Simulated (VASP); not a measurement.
**CdS: single point with PBE**

CdS:

```xyz
6
Lattice="6.6037 0.0000 0.0000 -3.3019 5.7190 0.0000 0.0000 0.0000 4.0021" Properties=species:S:1:pos:R:3 pbc="T T T"
Cd    4.0954    0.0000    2.6681
Cd   -2.0477    3.5467    1.3340
Cd    1.2542    2.1723    0.0000
S     2.4389    0.0000    0.6670
S    -1.2195    2.1122    3.3351
S     2.0824    3.6068    2.0011
```

```json
{"Program": "VASP 6.6.1", "Task": "single point", "Functional": "PBE", "Potentials or basis": "VASP PAW PBE potentials, release 64 (Cd, S)", "Cutoff": "520 eV", "k mesh": "6 × 6 × 8", "Occupations": "gaussian, width 0.02 eV", "Spin": "no spin polarisation", "Dipole correction": "no", "Further INCAR settings": "ALGO = Normal; EDIFF = 1e-07; NBANDS = 36"}
```

The pressure is 0.3 GPa and the largest force is 0.007 eV/Å. The band gap on the k mesh is 0.98 eV.

Forces in eV/Å, atoms in the order of the input:
```
Cd   0.003  0.000  0.000
Cd  -0.002  0.003  0.000
Cd  -0.002 -0.003  0.000
S   -0.007  0.000  0.000
S    0.003 -0.006  0.000
S    0.003  0.006  0.000
```

Levels at points of the mesh, in eV from the valence-band top:
```
           k point  band 23  band 24  band 25  band 26  band 27  band 28  band 29  band 30  band 31  band 32
(0.00, 0.00, 0.00)    -0.72    -0.72    -0.03     0.00     0.00     0.98     4.47     4.47     5.77     5.77
(0.50, 0.00, 0.00)    -1.18    -0.80    -0.69    -0.36    -0.25     3.15     3.28     3.64     5.43     5.58
(0.00, 0.00, 0.50)    -2.17    -1.85    -1.67    -1.08    -1.08     3.36     3.36     4.25     4.98     4.98
(0.50, 0.00, 0.50)    -2.19    -1.10    -0.95    -0.90    -0.59     2.78     3.83     4.49     4.80     5.35
```

Run time: 3.9 min on 1 thread of AMD EPYC 7R13 Processor (Zen 3), on a shared host, peak memory 0.33 GiB.
